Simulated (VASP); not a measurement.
# BN (kat) (F-43m) in VASP: vibrations by perturbation theory with LDA

Aim: the vibrations by perturbation theory of BN (kat) with LDA.

All numbers are computed with VASP 6.6.1; they aren't measurements. Logs are shortened: lines on timing, memory, paths and dates and some standing lists are left out, and cuts for length are marked.

## Step 1: The cell of the first run

It takes space group F-43m (No. 216, cubic). Conventional cell: a = 3.609 Å, b = 3.609 Å, c = 3.609 Å, α = 90.00°, β = 90.00°, γ = 90.00°. B (site symmetry -43m) has 4 N at 1.56 Å within 2.1 Å. N (site symmetry -43m) has 4 B at 1.56 Å within 2.1 Å.

## Step 2: Vibrations by perturbation theory, LDA

Input file INCAR:

```
PREC = Accurate ; ENCUT = 520
EDIFF = 1E-8 ; ISMEAR = 0
SIGMA = 0.01 ; LREAL = F
LASPH = T ; NELM = 60
ALGO = Normal ; ISIF = 2
LWAVE = F ; LCHARG = F
NBANDS = 11 ; IBRION = 8
NSW = 1 ; LEPSILON = T
```

Input file KPOINTS:

```
Automatic mesh
0
Gamma
  12 12 12
```

Input file POSCAR:

```
BN
1.0
    0.0000000000      1.8044241095      1.8044241095
    1.8044241095      0.0000000000      1.8044241095
    1.8044241095      1.8044241095      0.0000000000
B N
1 1
Direct
    0.0000000000      0.0000000000      0.0000000000
    0.2500000000      0.2500000000      0.2500000000
```

Potentials or basis: VASP PAW LDA potentials, release 64 (B, N).

Command:

```
cat potpaw_LDA.64/B/POTCAR potpaw_LDA.64/N/POTCAR > POTCAR
mpirun -np 1 vasp_std > vasp.out
```

OUTCAR:

```text
PREC = Accurate
   ENCUT = 520
   EDIFF = 1E-8
   ISMEAR = 0
   LREAL = F
   LASPH = T
   NELM = 60
   ISIF = 2
   IBRION = 8
   NSW = 1
   LEPSILON = T

 ion  position               nearest neighbor table
   1  0.000  0.000  0.000-   2 1.56   2 1.56   2 1.56   2 1.56
   2  0.250  0.250  0.250-   1 1.56   1 1.56   1 1.56   1 1.56

  LATTYP: Found a face centered cubic cell.
 ALAT       =     3.6088482190

  Lattice vectors:

 A1 = (   0.0000000000,   1.8044241095,   1.8044241095)
 A2 = (   1.8044241095,   0.0000000000,   1.8044241095)
 A3 = (   1.8044241095,   1.8044241095,   0.0000000000)

Analysis of symmetry for initial positions (statically):
[... 5 lines left out ...]
 face centered cubic supercell.

 Subroutine GETGRP returns: Found 24 space group operations
 (whereof 24 operations were pure point group operations)
 out of a pool of 48 trial point group operations.

The static configuration has the point symmetry T_d .

Analysis of symmetry for dynamics (positions and initial velocities):
[... 5 lines left out ...]
 face centered cubic supercell.

 Subroutine GETGRP returns: Found 24 space group operations
 (whereof 24 operations were pure point group operations)
 out of a pool of 48 trial point group operations.

The dynamic configuration has the point symmetry T_d .

 Subroutine INISYM returns: Found 24 space group operations
 (whereof 24 operations are pure point group operations),
 and found     1 'primitive' translations

----------------------------------------------------------------------------------------

                                     Primitive cell

  volume of cell :      11.7502

  direct lattice vectors                    reciprocal lattice vectors
     0.000000000  1.804424109  1.804424109    -0.277096719  0.277096719  0.277096719
     1.804424109  0.000000000  1.804424109     0.277096719 -0.277096719  0.277096719
     1.804424109  1.804424109  0.000000000     0.277096719  0.277096719 -0.277096719

  length of vectors
     2.551841048  2.551841048  2.551841048     0.479945596  0.479945596  0.479945596

  position of ions in fractional coordinates (direct lattice)
     0.000000000  0.000000000  0.000000000
     0.250000000  0.250000000  0.250000000

  ion indices of the primitive-cell ions
   primitive index   ion index
                 1           1
                 2           2

----------------------------------------------------------------------------------------

 KPOINTS: Automatic mesh

Automatic generation of k-mesh.
 Grid dimensions read from file:
 generate k-points for:   12   12   12

 Generating k-lattice:

  Cartesian coordinates                     Fractional coordinates (reciprocal lattice)
    -0.023091393  0.023091393  0.023091393     0.083333333  0.000000000  0.000000000
     0.023091393 -0.023091393  0.023091393     0.000000000  0.083333333  0.000000000
     0.023091393  0.023091393 -0.023091393     0.000000000  0.000000000  0.083333333

[... 474 lines left out ...]
 ------------------------------------------------------
           4.742182     0.000000     0.000000
           0.000000     4.742182     0.000000
          -0.000000     0.000000     4.742182
 ------------------------------------------------------

 Free energy of the ion-electron system (eV)
  ---------------------------------------------------
  ---------------------------------------------------
  free energy    TOTEN  =        -0.12355473 eV

  energy without entropy =       -0.12355473

------------------------ aborting loop because EDIFF is reached ----------------------------------------

--------------------------------------- Ionic step        2  -------------------------------------------

------------------------ aborting loop because EDIFF is reached ----------------------------------------

--------------------------------------- Ionic step        3  -------------------------------------------

------------------------ aborting loop because EDIFF is reached ----------------------------------------

 PIEZOELECTRIC TENSOR FIELD DIRECTION 3  (e Angst)
 -----------------------------------------------------------------------------
    -0.00033 -0.75328  0.00000           ( -0.00000 -0.01062  0.00000)
    -0.75328 -0.00033  0.00000           ( -0.01062 -0.00000  0.00000)
     0.00000  0.00000  0.00025           (  0.00000  0.00000 -0.00000)

 PIEZOELECTRIC TENSOR FIELD DIRECTION 3  (C/m^2)
 -----------------------------------------------------------------------------
    -0.00045 -1.02712  0.00000
    -1.02712 -0.00045  0.00000
     0.00000  0.00000  0.00033

--------------------------------------- Ionic step        4  -------------------------------------------

------------------------ aborting loop because EDIFF is reached ----------------------------------------

[... ionic steps 5 to 6 ...]

--------------------------------------- Ionic step        7  -------------------------------------------

 Free energy of the ion-electron system (eV)
  ---------------------------------------------------
  ---------------------------------------------------
  free energy    TOTEN  =        -0.22669388 eV

  energy without entropy =       -0.22669388

------------------------ aborting loop because EDIFF is reached ----------------------------------------

 INTERNAL STRAIN TENSOR  FOR ION    2  DIRECTION 1   (eV/Angst):
 -----------------------------------------------------------------------------
    -0.01831  0.00000  0.00000
     0.00000  0.01037 -1.72092
     0.00000 -1.72092  0.01037

 MACROSCOPIC STATIC DIELECTRIC TENSOR (including local field effects in DFT)
 ------------------------------------------------------
           4.585764     0.000000     0.000000
           0.000000     4.585764     0.000000
          -0.000000     0.000000     4.585764
 ------------------------------------------------------

 PIEZOELECTRIC TENSOR (including local field effects)  for field in x, y, z        (e  Angst)
          XX          YY          ZZ          XY          YZ          ZX
  --------------------------------------------------------------------------------
  x    -0.00000    -0.00000     0.00000     0.00000    -0.75376     0.00000
  y     0.00000     0.00000     0.00000     0.00000     0.00000    -0.75376
  z    -0.00000     0.00000     0.00000    -0.75376     0.00000     0.00000

 PIEZOELECTRIC TENSOR (including local field effects)  for field in x, y, z        (C/m^2)
          XX          YY          ZZ          XY          YZ          ZX
  --------------------------------------------------------------------------------
  x    -0.00000    -0.00000     0.00000     0.00000    -1.02778     0.00000
  y     0.00000     0.00000     0.00000     0.00000     0.00000    -1.02778
  z    -0.00000     0.00000     0.00000    -1.02778     0.00000     0.00000

 BORN EFFECTIVE CHARGES (including local field effects) (in |e|, cummulative output)
 ---------------------------------------------------------------------------------
 ion    1
    1     1.88392     0.00000     0.00000
    2     0.00000     1.88392     0.00000
    3     0.00000     0.00000     1.88392
 ion    2
    1    -1.88392     0.00000     0.00000
    2    -0.00000    -1.88392    -0.00000
    3     0.00000     0.00000    -1.88392

 INTERNAL STRAIN TENSOR FOR ION    2 for displacements in x,y,z  (eV/Angst):
          X           Y           Z          XY          YZ          ZX
  --------------------------------------------------------------------------------
  x    -0.00000     0.00000     0.00000     0.00000    -1.72092     0.00000
  y     0.00000    -0.00000     0.00000     0.00000     0.00000    -1.72092
  z     0.00000     0.00000    -0.00000    -1.72092     0.00000     0.00000

 SECOND DERIVATIVES (NOT SYMMETRIZED)
 ------------------------------------
               1X          1Y          1Z          2X          2Y          2Z
  1X   -24.253244    0.000000    0.000000   24.253244    0.000000    0.000000
  1Y     0.000000  -24.253244    0.000000    0.000000   24.253244    0.000000
  1Z     0.000000    0.000000  -24.253244    0.000000    0.000000   24.253244
  2X    24.254021    0.000000    0.000000  -24.254021    0.000000    0.000000
  2Y     0.000000   24.254021    0.000000    0.000000  -24.254021    0.000000
  2Z     0.000000    0.000000   24.254021    0.000000    0.000000  -24.254021

 Eigenvectors and eigenvalues of the dynamical matrix
 ----------------------------------------------------

   1 f  =   31.171457 THz   195.856041 2PiTHz 1039.767887 cm-1   128.914730 meV
             X         Y         Z           dx          dy          dz
      0.000000  0.000000  0.000000     0.751183   -0.000000    0.000000
      0.902212  0.902212  0.902212    -0.660094    0.000000    0.000000
[... 21 lines left out ...]
   6 f/i=    0.000248 THz     0.001556 2PiTHz    0.008258 cm-1     0.001024 meV
             X         Y         Z           dx          dy          dz
      0.000000  0.000000  0.000000    -0.435924    0.389415    0.306676
      0.902212  0.902212  0.902212    -0.496079    0.443151    0.348996

--------------------------------------------------------------------------------------------------------

 MACROSCOPIC STATIC DIELECTRIC TENSOR IONIC CONTRIBUTION
 ------------------------------------------------------
           2.253555     0.000000     0.000000
           0.000000     2.253555    -0.000000
           0.000000    -0.000000     2.253555
 ------------------------------------------------------

 ELASTIC MODULI CONTR FROM IONIC RELAXATION (kBar)
 Direction    XX          YY          ZZ          XY          YZ          ZX
 --------------------------------------------------------------------------------
 XX          -0.0000      0.0000      0.0000      0.0000     -0.0000      0.0000
 YY           0.0000     -0.0000      0.0000      0.0000      0.0000     -0.0000
 ZZ           0.0000      0.0000     -0.0000     -0.0000      0.0000     -0.0000
 XY           0.0000      0.0000     -0.0000    -14.9481      0.0000      0.0000
 YZ          -0.0000      0.0000      0.0000      0.0000    -14.9481      0.0000
 ZX           0.0000     -0.0000     -0.0000      0.0000      0.0000    -14.9481
 --------------------------------------------------------------------------------

 PIEZOELECTRIC TENSOR IONIC CONTR  for field in x, y, z        (C/m^2)
          XX          YY          ZZ          XY          YZ          ZX
  --------------------------------------------------------------------------------
  x     0.00000     0.00000     0.00000     0.00000     0.17270     0.00000
  y     0.00000     0.00000     0.00000    -0.00000     0.00000     0.17270
  z     0.00000    -0.00000     0.00000     0.17270     0.00000    -0.00000
```

It took 2.1 min on 1 thread of Intel Xeon Platinum 8375C at 2.90GHz (Ice Lake), shared host; peak memory 0.19 GiB.

What came out:

- Electronic dielectric tensor (diagonal): 4.59
- Born charges (mean of the diagonal): B +1.88; N -1.88 e
- Highest phonon frequency at Γ, LO-TO splitting left out: 1040 cm⁻¹

Phonon frequencies in cm⁻¹ (negative: imaginary):
| q point | frequencies |
| --- | --- |
| (0.000, 0.000, 0.000) | 0 0 0 1040 1040 1040 |

Electronic dielectric tensor:
```
4.59 0.00 0.00
0.00 4.59 0.00
0.00 0.00 4.59
```

Born effective charge tensors (e):
atom 1, B
```
1.88 0.00 0.00
0.00 1.88 0.00
0.00 0.00 1.88
```
atom 2, N
```
-1.88  0.00  0.00
 0.00 -1.88  0.00
 0.00  0.00 -1.88
```

Caveat: the cell wasn't relaxed at this level first, which shifts response properties.
